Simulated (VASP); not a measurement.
# W (Cmme) in VASP: further runs

The runs below take W through single point, with PBEsol.

Everything below comes from runs of VASP 6.6.1. Logs are shortened: lines on timing, memory, paths and dates and some standing lists are left out, and cuts for length are marked.

## Step 1: The cell of the first run

The structure is orthorhombic, space group Cmme (No. 67). The conventional cell has a = 3.195 Å, b = 4.518 Å, c = 9.786 Å, α = 90.00°, β = 90.00°, γ = 90.00°. W (site symmetry mm2) has 12 W at 2.77 to 3.41 Å within 3.6 Å. W (site symmetry mm2) has 14 W at 2.77 to 3.19 Å within 3.6 Å.

## Step 2: Single point, PBEsol (the distance across one plane changed)

Contents of INCAR:

```
SYSTEM = W
  ALGO = Fast
  EDIFF = 1E-7
  ENCUT = 520
  GGA = PS
  ISIF = 2
  ISMEAR = 0
  LASPH = .True.
  LCHARG = .False.
  LREAL = .False.
  LWAVE = .False.
  NBANDS = 36
  NELM = 60
  PREC = Accurate
  SIGMA = 0.15
```

Contents of KPOINTS:

```
k-points
0
Gamma
  18 18 5
  0 0 0
```

Contents of POSCAR:

```
W
1.0
   -1.5973000000      1.5973000000     -1.5973000000
   -1.5973000000     -1.5973000000      1.5973000000
    0.0000000000      6.9195300859      6.9195300859
W
4
Direct
    0.0000000000      0.0000000000      0.8079378123
    0.5000000000      0.5000000000      0.1154196875
    0.0000000000      0.0000000000      0.3462590624
    0.5000000000      0.5000000000      0.5770984374
```

Potentials or basis: VASP PAW PBE potentials, release 64 (W_sv).

Run with:

```
> cat potpaw_PBE.64/W_sv/POTCAR > POTCAR
> mpirun -np 1 vasp_std > vasp.out
```

OUTCAR:

```text
SYSTEM = W
   EDIFF = 1E-7
   ENCUT = 520
   GGA = PS
   ISIF = 2
   ISMEAR = 0
   LASPH = .True.
   LREAL = .False.
   NELM = 60
   PREC = Accurate

 ion  position               nearest neighbor table
   1  0.000  0.000  0.808-   4 2.77   4 2.77   4 3.19   4 3.19   2 3.41   2 3.41
   2  0.500  0.500  0.115-   3 2.77   3 2.77   3 3.19   3 3.19   1 3.41   1 3.41
   3  0.000  0.000  0.346-   2 2.77   2 2.77   4 2.77   4 2.77   2 3.19   2 3.19   4 3.19   4 3.19

   4  0.500  0.500  0.577-   1 2.77   1 2.77   3 2.77   3 2.77   1 3.19   1 3.19   3 3.19   3 3.19

  LATTYP: Found a base centered orthorhombic cell.
 ALAT       =     3.1946000000
 B/A-ratio  =     1.4142135624
 C/A-ratio  =     3.0631983011

  Lattice vectors:

 A1 = (  -1.5973000000,   1.5973000000,  -1.5973000000)
 A2 = (  -1.5973000000,  -1.5973000000,   1.5973000000)
 A3 = (   0.0000000000,   6.9195300859,   6.9195300859)

Analysis of symmetry for initial positions (statically):
=====================================================================
 Subroutine PRICEL returns:
 Original cell was already a primitive cell.

 Routine SETGRP: Setting up the symmetry group for a
 base centered orthorhombic supercell.

 Subroutine GETGRP returns: Found  8 space group operations
 (whereof  4 operations were pure point group operations)
 out of a pool of  8 trial point group operations.

The static configuration has the point symmetry C_2v.
 The point group associated with its full space group is D_2h.

Analysis of symmetry for dynamics (positions and initial velocities):
=====================================================================
 Subroutine PRICEL returns:
 Original cell was already a primitive cell.

 Routine SETGRP: Setting up the symmetry group for a
 base centered orthorhombic supercell.

 Subroutine GETGRP returns: Found  8 space group operations
 (whereof  4 operations were pure point group operations)
 out of a pool of  8 trial point group operations.

The dynamic configuration has the point symmetry C_2v.
 The point group associated with its full space group is D_2h.

 Subroutine INISYM returns: Found  8 space group operations
 (whereof  4 operations are pure point group operations),
 and found     1 'primitive' translations

----------------------------------------------------------------------------------------

                                     Primitive cell

  volume of cell :      70.6171

  direct lattice vectors                    reciprocal lattice vectors
    -1.597300000  1.597300000 -1.597300000    -0.313028235  0.156514118 -0.156514118
    -1.597300000 -1.597300000  1.597300000    -0.313028235 -0.156514118  0.156514118
     0.000000000  6.919530086  6.919530086     0.000000000  0.072259242  0.072259242

  length of vectors
     2.766604755  2.766604755  9.785693293     0.383379726  0.383379726  0.102190000

  position of ions in fractional coordinates (direct lattice)
     0.000000000  0.000000000  0.807937812
     0.500000000  0.500000000  0.115419688
     0.000000000  0.000000000  0.346259062
     0.500000000  0.500000000  0.577098437

  ion indices of the primitive-cell ions
   primitive index   ion index
                 1           1
                 2           2
                 3           3
                 4           4

----------------------------------------------------------------------------------------

 KPOINTS: k-points

Automatic generation of k-mesh.
 Grid dimensions read from file:
 generate k-points for:   18   18    5

 Generating k-lattice:

  Cartesian coordinates                     Fractional coordinates (reciprocal lattice)
    -0.017390458  0.008695229 -0.008695229     0.055555556  0.000000000  0.000000000
    -0.017390458 -0.008695229  0.008695229     0.000000000  0.055555556  0.000000000
     0.000000000  0.014451848  0.014451848     0.000000000  0.000000000  0.200000000

  Length of vectors
     0.021298874  0.021298874  0.020438000

  Shift w.r.t. Gamma in fractional coordinates (k-lattice)
     0.000000000  0.000000000  0.000000000

 Subroutine IBZKPT returns following result:
 ===========================================

 Found    273 irreducible k-points:

 Following reciprocal coordinates:
            Coordinates               Weight
  0.000000  0.000000  0.000000      1.000000
  0.055556  0.000000  0.000000      4.000000
  0.111111  0.000000  0.000000      4.000000
  0.166667  0.000000  0.000000      4.000000
  0.222222  0.000000  0.000000      4.000000
  0.277778  0.000000  0.000000      4.000000
[... 16 lines left out ...]
 -0.277778  0.055556  0.000000      4.000000
 -0.222222  0.055556  0.000000      4.000000
 [... further k-points ...]
   k-points           NKPTS =    273   k-points in BZ     NKDIM =    273   number of bands    NBANDS=     36
   number of dos      NEDOS =    301   number of ions     NIONS =      4
   total plane-waves  NPLWV =  46080
   dimension x,y,z NGX =    24 NGY =   24 NGZ =   80
   dimension x,y,z NGXF=    48 NGYF=   48 NGZF=  160
   ions per type =               4
   NGX,Y,Z   is equivalent  to a cutoff of  14.42, 14.42, 13.59 a.u.
   NGXF,Y,Z  is equivalent  to a cutoff of  28.84, 28.84, 27.18 a.u.
 SYSTEM =  W
   PREC   = accura    normal or accurate (medium, high low for compatibility)
   ISTART =      0    job   : 0-new  1-cont  2-samecut
   ICHARG =      2    charge: 1-file 2-atom 10-const
   ISPIN  =      1    spin polarized calculation?
   LNONCOLLINEAR =      F non collinear calculations
   LSORBIT =      F    spin-orbit coupling
   LASPH  =      T    aspherical Exc in radial PAW
   ENCUT  =  520.0 eV  38.22 Ry    6.18 a.u.   5.14  5.14 18.19*2*pi/ulx,y,z
   NELM   =     60;   NELMIN=  2; NELMDL= -5     # of ELM steps
   EDIFF  = 0.1E-06   stopping-criterion for ELM
   LREAL  =      F    real-space projection
   EDIFFG = 0.1E-05   stopping-criterion for IOM
   NSW    =      0    number of steps for IOM
   IBRION =     -1    ionic relax: 0-MD 1-quasi-New 2-CG
   NFREE  =      0    steps in history (QN), initial steepest desc. (CG)
   ISIF   =      2    stress and relaxation
   ISYM   =      2    0-nonsym 1-usesym 2-fastsym
   POTIM  = 0.5000    time-step for ionic-motion
   TEBEG  =    0.0;   TEEND  =   0.0 temperature during run
   PSTRESS=    0.0 pullay stress
   NELECT =      56.0000    total number of electrons
   NUPDOWN=      -1.0000    fix difference up-down
   EMIN   =  10.00;   EMAX   =-10.00  energy-range for DOS
   EFERMI =   0.00;   METHOD = LEGACY
   ISMEAR =     0;   SIGMA  =   0.15  broadening in eV -4-tet -1-fermi 0-gaus
   EFERMI_NEDOS =   21; number of points for ismear=-14 and -15
   IALGO  =     68    algorithm
   IMIX   =      4    mixing-type and parameters
     AMIX     =   0.40;   BMIX     =  1.00
     AMIX_MAG =   1.60;   BMIX_MAG =  1.00
  volume/ion in A,a.u.               =      17.65       119.14
  Fermi-wavevector in a.u.,A,eV,Ry     =   1.515308  2.863517 31.241140  2.296159
  Thomas-Fermi vector in A             =   2.624849
   LORBIT       =      0    0 simple, 1 ext, 2 COOP (PROOUT), +10 PAW based schemes
   GGA     = PS    functional components
   LHFCALC =     F    Hartree Fock is set to
   AEXX    =    0.0000 exact exchange contribution
   IVDW    =     0    specifies the selected vdW correction
   LEPSILON=     F    determine dielectric tensor
   LRPA    =     F    only Hartree local field effects (RPA)
 non-spin polarized calculation
 RMM-DIIS sequential band-by-band and
 Gauss-broadening in eV      SIGMA  =   0.15
  energy-cutoff  :      520.00
  volume of cell :       70.62
 maximum number of plane-waves:      1924
 NGX is ok and might be reduce to    24
   NGX = 11   NGY = 11   NGZ = 37

 number of electron      55.9999993 magnetization

 Free energy of the ion-electron system (eV)
  ---------------------------------------------------
  ext. energy  EPLUGINS =         0.00000000
  ---------------------------------------------------
  free energy    TOTEN  =       -53.76283461 eV

  energy without entropy =      -53.73802753  energy(sigma->0) =      -53.75043107

 E-fermi :   9.7220     XC(G=0): -13.1020

 val. band max:        9.7208271050   @ k =  -0.1667   0.1667   0.4000
 cond. band min:       9.7235391370   @ k =  -0.2778   0.2778   0.4000
 fundamental gap:      0.0027120320
 Fermi energy:         9.7219722107

 k-point     1 :       0.0000    0.0000    0.0000
  band No.  band energies     occupation
      1     -64.4988      2.00000
      2     -64.4902      2.00000
      3     -64.4181      2.00000
      4     -64.3640      2.00000
      5     -29.1542      2.00000
      6     -28.8738      2.00000
[... 28 lines left out ...]
     35      11.9515      0.00000
     36      12.1779      0.00000

 k-point     2 :       0.0556    0.0000    0.0000
  band No.  band energies     occupation
      1     -64.4966      2.00000
      2     -64.4883      2.00000
      3     -64.4162      2.00000
      4     -64.3628      2.00000
      5     -29.1451      2.00000
      6     -28.8737      2.00000
[... 28 lines left out ...]
     35      11.9153      0.00000
     36      12.2477      0.00000

 k-point     3 :       0.1111    0.0000    0.0000
  band No.  band energies     occupation
      1     -64.4904      2.00000
      2     -64.4828      2.00000
      3     -64.4109      2.00000
      4     -64.3595      2.00000
      5     -29.1186      2.00000
      6     -28.8753      2.00000
[... 28 lines left out ...]
     35      11.8045      0.00000
     36      12.3537      0.00000
[... 742 lines left out ...]
 k-point    23 :      -0.2778    0.0556    0.0000
  band No.  band energies     occupation
      1     -64.4579      2.00000
      2     -64.4532      2.00000
      3     -64.3811      2.00000
      4     -64.3397      2.00000
      5     -29.0004      2.00000
      6     -28.9366      2.00000
[... 28 lines left out ...]
     35      12.2869      0.00000
     36      12.5471      0.00000

 k-point    24 :      -0.2222    0.0556    0.0000
  band No.  band energies     occupation
      1     -64.4703      2.00000
      2     -64.4642      2.00000
      3     -64.3923      2.00000
      4     -64.3457      2.00000
      5     -29.0478      2.00000
      6     -28.8857      2.00000
[... 28 lines left out ...]
     35      11.7700      0.00000
     36      12.6119      0.00000

 [... further k-points ...]
[... 5 lines left out ...]
  --------------------------------------------------------------------------------------
  -------------------------------------------------------------------------------------
  Total       -7.7831797     -9.5086814     -9.5086814      0.0000000     -1.8502232      0.0000000
  in kB     -176.5867299   -215.7353439   -215.7353439      0.0000000    -41.9783263      0.0000000
  external PRESSURE =    -202.6858059 kB  Pullay stress =       0.0000000 kB

 VOLUME and BASIS-vectors are now :
 -----------------------------------------------------------------------------
  energy-cutoff  :      520.00
  volume of cell :       70.62
      direct lattice vectors                 reciprocal lattice vectors
    -1.597300000  1.597300000 -1.597300000    -0.313028235  0.156514118 -0.156514118
    -1.597300000 -1.597300000  1.597300000    -0.313028235 -0.156514118  0.156514118
     0.000000000  6.919530086  6.919530086     0.000000000  0.072259242  0.072259242

 POSITION                                       TOTAL-FORCE (eV/Angst)
 -----------------------------------------------------------------------------------
      0.00000      5.59055      5.59055        -0.000000      0.917373      0.917373
     -1.59730      0.79865      0.79865         0.000000     -0.917373     -0.917373
      0.00000      2.39595      2.39595        -0.000000     -0.223453     -0.223453
     -1.59730      3.99325      3.99325         0.000000      0.223453      0.223453
 -----------------------------------------------------------------------------------
    total drift:                                0.000000     -0.000002     -0.000002

  FREE ENERGIE OF THE ION-ELECTRON SYSTEM (eV)
  ---------------------------------------------------
  free  energy   TOTEN  =       -53.7628346149 eV

  energy  without entropy=      -53.7380275271  energy(sigma->0) =      -53.75043107
```

It took 6.4 min on 1 thread of Intel Xeon 6975P-C (Granite Rapids), shared host; peak memory 0.56 GiB.

What came out:

| Property | Result |
| --- | --- |
| Free energy | -53.7628 eV |
| Pressure | -20.3 GPa |
| Largest force | 1.297 eV/Å |
| Band gap on the k mesh | zero (bands 28 and 29 overlap by 2.09 eV) |

Forces on the atoms (eV/Å):
```
W    0.000  0.917  0.917
W    0.000 -0.917 -0.917
W    0.000 -0.223 -0.223
W    0.000  0.223  0.223
```

Stress tensor (GPa, compression positive):
```
-17.66   0.00   0.00
  0.00 -21.57  -4.20
  0.00  -4.20 -21.57
```

Caveat: the cell differs from its parent crystal (the distance across one plane changed); the cell stands under tension; the PAW data sets were made with another functional, which shifts forces and pressure a little; spin-orbit coupling is left out, which moves the levels of the heavy elements.

## Step 3: Single point, PBEsol (the distance across one plane changed)

Contents of INCAR:

```
PREC = Accurate
ENCUT = 520
EDIFF = 1E-6
ISMEAR = 0
SIGMA = 0.15
LREAL = F
LASPH = T
NELM = 80
ALGO = Fast
ISIF = 2
LWAVE = F
LCHARG = T
GGA = PS
LELF = T
LVHAR = T
NBANDS = 36
```

Contents of KPOINTS:

```
Automatic mesh
0
Gamma
  18 18 5
```

Contents of POSCAR:

```
W
1.0
   -1.5973000000      1.5973000000     -1.5973000000
   -1.5973000000     -1.5973000000      1.5973000000
    0.0000000000      7.0963067812      7.0963067812
W
4
Direct
    0.0000000000      0.0000000000      0.7878112055
    0.5000000000      0.5000000000      0.1125444579
    0.0000000000      0.0000000000      0.3376333738
    0.5000000000      0.5000000000      0.5627222897
```

Potentials or basis: VASP PAW PBE potentials, release 64 (W_sv).

Run with:

```
> cat potpaw_PBE.64/W_sv/POTCAR > POTCAR
> mpirun -np 1 vasp_std > vasp.out
```

Wall time 6.5 min (1 thread of Intel Xeon 6975P-C (Granite Rapids), shared host); peak memory 0.57 GiB.

It converged, with:

```yaml
Free_energy: -53.2693 eV
Pressure: -20.3 GPa
Largest_force: 0.873 eV/Å
Band_gap_on_the_k_mesh: zero (bands 28 and 29 overlap by 2.09 eV)
```

Forces on the atoms (eV/Å):
```
W    0.000  0.617  0.617
W    0.000 -0.617 -0.617
W    0.000 -0.293 -0.293
W    0.000  0.293  0.293
```

Stress tensor (GPa, compression positive):
```
-18.57   0.00   0.00
  0.00 -21.16  -3.66
  0.00  -3.66 -21.16
```

Levels at points of the mesh, in eV from the Fermi level:
| k point | band 25 | band 26 | band 27 | band 28 | band 29 | band 30 | band 31 | band 32 |
| --- | --- | --- | --- | --- | --- | --- | --- | --- |
| (0.00, 0.00, 0.00) | -1.37 | -1.34 | -1.24 | -0.67 | 0.06 | 0.96 | 1.58 | 1.78 |
| (0.50, 0.00, 0.00) | -1.75 | -1.75 | 0.71 | 0.71 | 1.84 | 1.84 | 2.10 | 2.10 |
| (0.50, 0.50, 0.00) | -1.14 | 0.40 | 0.48 | 0.66 | 1.15 | 1.47 | 1.47 | 3.92 |

Caveat: the cell differs from its parent crystal (the distance across one plane changed); the cell stands under tension; the PAW data sets were made with another functional, which shifts forces and pressure a little; spin-orbit coupling is left out, which moves the levels of the heavy elements.
